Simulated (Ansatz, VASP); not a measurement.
## SnO in VASP and in Ansatz

Contents of INCAR:

```
SYSTEM = SnO
ALGO = Normal
EDIFF = 1E-6
ENCUT = 520
ISIF = 2
ISMEAR = 0
LASPH = .True.
LCHARG = .False.
LREAL = .False.
LWAVE = .False.
NBANDS = 28
NELM = 60
PREC = Accurate
SIGMA = 0.01
```

Contents of KPOINTS:

```
k-points
0
Gamma
  2 2 2
  0 0 0
```

File POSCAR:

```
SnO
1.0
    3.7986000000      0.0000000000      0.0000000000
    0.0000000000      3.7986000000      0.0000000000
    0.0000000000      0.0000000000      4.8408000000
Sn O
2 2
Direct
    0.5000000000      0.0000000000      0.2369000000
    0.0000000000      0.5000000000      0.7631000000
    0.0000000000      0.0000000000      0.0000000000
    0.5000000000      0.5000000000      0.0000000000
```

Input for Ansatz:

```yaml
crystal:
  lattice:
    - [3.7986, 0.0, 0.0]
    - [0.0, 3.7986, 0.0]
    - [0.0, 0.0, 4.8408]
  atoms:
    - { symbol: Sn, position: [0.5, 0.0, 0.2369] }
    - { symbol: Sn, position: [0.0, 0.5, 0.7631] }
    - { symbol: O, position: [0.0, 0.0, 0.0] }
    - { symbol: O, position: [0.5, 0.5, 0.0] }
kpoints:
  mp_grid:
    grid: [2, 2, 2]
hamiltonian:
  xc: lda
scf:
  occupations:
    method: fixed
output:
  stress: true
```

Alike in both runs: task single point; functional LDA; k mesh 2 × 2 × 2; no spin polarisation.

|  | VASP | Ansatz |
| --- | --- | --- |
| version | VASP 6.6.1 | Ansatz 0.2.0 |
| potentials or method | VASP PAW LDA potentials, release 64 (Sn_d, O) | plane waves, PAW |
| plane-wave cutoff (eV) | 520 | 420 |
| occupations | gaussian, width 0.01 eV | fixed |
| valence electrons in the cell | 40 | 40 |

|  | VASP | Ansatz | Ansatz less VASP |
| --- | --- | --- | --- |
| pressure (GPa) | -2.6 | -2.9 | -0.26 |
| traceless stress, the component that is largest in VASP (GPa) | -1.00 | -0.97 | +0.026 |

LDA's correlation is that of Perdew and Zunger in VASP and of Perdew and Wang (1992) in Ansatz.

The k mesh is coarse, so the values compare programs but aren't converged.
